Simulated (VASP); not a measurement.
Crystal: Ca2O.

```xyz
6
Lattice="0.0000 4.0111 4.0111 4.0111 0.0000 4.0111 4.0111 4.0111 0.0000" Properties=species:S:1:pos:R:3 pbc="T T T"
Ca    5.0139    5.0139    5.0139
Ca    5.0139    3.0083    3.0083
Ca    3.0083    3.0083    5.0139
Ca    3.0083    5.0139    3.0083
O     0.0000    0.0000    0.0000
O     2.0055    2.0055    2.0055
```

- Program: VASP 6.6.1
- Task: relaxation of cell and atoms
- Functional: PBE
- Potentials or basis: VASP PAW PBE potentials, release 64 (Ca_sv, O)
- Cutoff: 600 eV
- k mesh: 8 × 8 × 8
- Occupations: gaussian, width 0.1 eV
- Spin: no spin polarisation

At the start: pressure 3.8 GPa; volume 21.51 Å³/atom.

Q: Where does the relaxation end?

A: Over 5 steps the energy falls by 72.8 meV/atom and the volume is 28.73 Å³/atom (+33.6 %); space group Fd-3m (No. 227, to 0.1 Å) before and after.

The path:
```
step  energy change (eV)  largest force (eV/Å)  pressure (GPa)  volume (Å³)
   1              0.0000                0.0000            3.76       129.07
   2             -0.1870                0.0000            2.51       138.74
   3             -0.4237                0.0000            0.56       165.25
   4             -0.4347                0.0000           -0.24       175.63
   5             -0.4368                0.0000            0.03       172.38
```

Final structure:
```cif
data_structure
_symmetry_space_group_name_H-M 'P 1'
_symmetry_Int_Tables_number 1
_cell_length_a 6.2469
_cell_length_b 6.2469
_cell_length_c 6.2469
_cell_angle_alpha 60.000
_cell_angle_beta 60.000
_cell_angle_gamma 60.000
_cell_volume 172.38
loop_
_atom_site_label
_atom_site_type_symbol
_atom_site_fract_x
_atom_site_fract_y
_atom_site_fract_z
_atom_site_occupancy
Ca1 Ca 0.62500 0.62500 0.62500 1
Ca2 Ca 0.12500 0.62500 0.62500 1
Ca3 Ca 0.62500 0.62500 0.12500 1
Ca4 Ca 0.62500 0.12500 0.62500 1
O1 O 0.00000 0.00000 0.00000 1
O2 O 0.25000 0.25000 0.25000 1
```

Caveat: the volume moved by over 15 % at a fixed basis, so the end points are rough.
